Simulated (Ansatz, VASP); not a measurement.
## Two plane-wave programs on MgO

POSCAR

```
MgO
1.0
    0.0000000000      2.1021674168      2.1940321330
    2.1021674168      0.0000000000      2.1940321330
    2.1021674168      2.1021674168      0.0000000000
Mg O
1 1
Direct
    0.0000000000      0.0000000000      0.0000000000
    0.5000000000      0.5000000000      0.5000000000
```

File INCAR.step1:

```
  PREC = Accurate
  ENCUT = 520
  EDIFF = 1E-5
  ISMEAR = 0
  SIGMA = 0.01
  LREAL = False
  LASPH = True
  NELM = 60
  ALGO = Normal
  ISIF = 2
  LWAVE = True
  LCHARG = False
  GGA = PE
  NBANDS = 11
```

The input INCAR.step2:

```
  PREC = Accurate
  ENCUT = 520
  EDIFF = 1E-6
  ISMEAR = 0
  SIGMA = 0.01
  LREAL = False
  LASPH = True
  NELM = 60
  ALGO = Normal
  ISIF = 2
  LWAVE = False
  LCHARG = False
  GGA = PE
  LHFCALC = True
  HFSCREEN = 0.2079
  PRECFOCK = Normal
  ISTART = 1
  NBANDS = 11
```

Contents of KPOINTS:

```
regular mesh
0
Gamma
  8 8 8
```

Input for Ansatz:

```yaml
crystal:
  lattice:
    - [0.0, 2.1021674168, 2.194032133]
    - [2.1021674168, 0.0, 2.194032133]
    - [2.1021674168, 2.1021674168, 0.0]
  atoms:
    - { symbol: Mg, position: [0.0, 0.0, 0.0] }
    - { symbol: O, position: [0.5, 0.5, 0.5] }
kpoints:
  mp_grid: { grid: [8, 8, 8] }
  band_path:
    path:
      - [0.0, 0.0, 0.0]
      - [0.5, 0.0, 0.5]
      - [0.625, 0.25, 0.625]
      - [0.375, 0.375, 0.75]
      - [0.5, 0.5, 0.5]
      - [0.5, 0.25, 0.75]
    npoints: 1
hamiltonian:
  xc: hse06
scf:
  occupations: { method: fixed }
  n_extra_bands: 4
output:
  forces: true
  stress: true
  eigenvalues: true
```

Change from the starting cell: uniaxial_z strain +4.4%.

Alike in both runs: task single point; functional HSE06; k mesh 8 × 8 × 8; no spin polarisation.

|  | VASP | Ansatz |
| --- | --- | --- |
| version | VASP 6.6.1 | Ansatz 0.2.0 |
| potentials or method | VASP PAW PBE potentials, release 64 (Mg, O) | plane waves, PAW |
| plane-wave cutoff (eV) | 520 | 420 |
| occupations | gaussian, width 0.01 eV | fixed |
| valence electrons in the cell | 8 | 16 |

Ansatz gave:

- gap on the k mesh at the Fermi level (eV): 6.01
- pressure (GPa): -6.3
- traceless stress, the component that is largest in VASP (GPa): -4.14

Problem. What did VASP give for the same quantities?

Solution. gap on the k mesh at the Fermi level (eV): 5.96; pressure (GPa): -6.7; traceless stress, the component that is largest in VASP (GPa): -4.20.

VASP's potentials hold 8 valence electrons a cell and Ansatz's 16, so a difference there can come from the potentials and not from the codes. Ansatz's warnings: stress exchange threshold loose, stress scf threshold loose.
